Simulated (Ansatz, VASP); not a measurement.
## HfPt2: VASP beside Ansatz

File INCAR:

```
ALGO     = Normal         # electronic algorithm
EDIFF    = 1E-6           # SCF threshold, eV
EDIFFG   = -0.04          # ionic threshold
ENCUT    = 600            # plane-wave cutoff, eV
GGA      = PE             # functional
IBRION   = 2              # ionic algorithm
ISIF     = 3              # what is computed and relaxed
ISMEAR   = 0              # smearing method
LASPH    = T              # aspherical terms in the spheres
LCHARG   = F              # write CHGCAR
LREAL    = F              # projectors in reciprocal space
LWAVE    = F              # write WAVECAR
NELM     = 60             # most SCF steps
NSW      = 90             # ionic steps
PREC     = Accurate       # precision mode
SIGMA    = 0.1            # smearing width, eV
```

KPOINTS

```
k-points
0
Gamma
  6 6 6
```

POSCAR

```
HfPt2
1.0
    0.0000000000      2.9030030811      2.9030030811
    2.9030030811      0.0000000000      2.9030030811
    2.9030030811      2.9030030811      0.0000000000
Hf Pt
1 2
Direct
    0.0000000000      0.0000000000      0.0000000000
    0.2500000000      0.2500000000      0.2500000000
    0.7500000000      0.7500000000      0.7500000000
```

Input for Ansatz:

```yaml
crystal:
  lattice:
    - [0.0, 2.9030030811, 2.9030030811]
    - [2.9030030811, 0.0, 2.9030030811]
    - [2.9030030811, 2.9030030811, 0.0]
  atoms:
    - { symbol: Hf, position: [0.0, 0.0, 0.0] }
    - { symbol: Pt, position: [0.25, 0.25, 0.25] }
    - { symbol: Pt, position: [0.75, 0.75, 0.75] }
basis:
  ecutwfc: 420
kpoints:
  mp_grid: { grid: [6, 6, 6] }
hamiltonian:
  xc: pbe
scf:
  occupations: { method: gaussian, width: 0.1 }
  lower_state_search: "off"
output:
  forces: true
  stress: true
  eigenvalues: true
relax:
  adjacent_minimum: "off"
  f_tol: 0.04
  max_steps: 70
  cell: { stress_tol: 0.4 }
```

Alike in both runs: task relaxation of cell and atoms; functional PBE; k mesh 6 × 6 × 6; occupations gaussian, width 0.1 eV; no spin polarisation.

|  | VASP | Ansatz |
| --- | --- | --- |
| version | VASP 6.6.1 | Ansatz 0.2.0 |
| potentials or method | VASP PAW PBE potentials, release 64 (Hf_pv, Pt), cutoff 600 eV | scalar-relativistic, plane waves, PAW |
| valence electrons in the cell | 30 | 62 |

```tsv
	VASP	Ansatz	Ansatz less VASP
gap on the k mesh at the Fermi level, each at its own relaxed structure (eV)	none	none	-
relaxed volume (Å³/atom)	20.37	20.48	+0.109
relaxed cell length with the largest relative difference (Å)	4.422	4.429	+0.0079
```

A gap of «none» marks a metal or a gap that the smearing closes. VASP's potentials hold 30 valence electrons a cell and Ansatz's 62, so a difference there can come from the potentials and not from the codes.

Neither program's run includes spin-orbit coupling. Noted on VASP's run: the volume moved by over 15 % at a fixed basis, so the end points are rough.
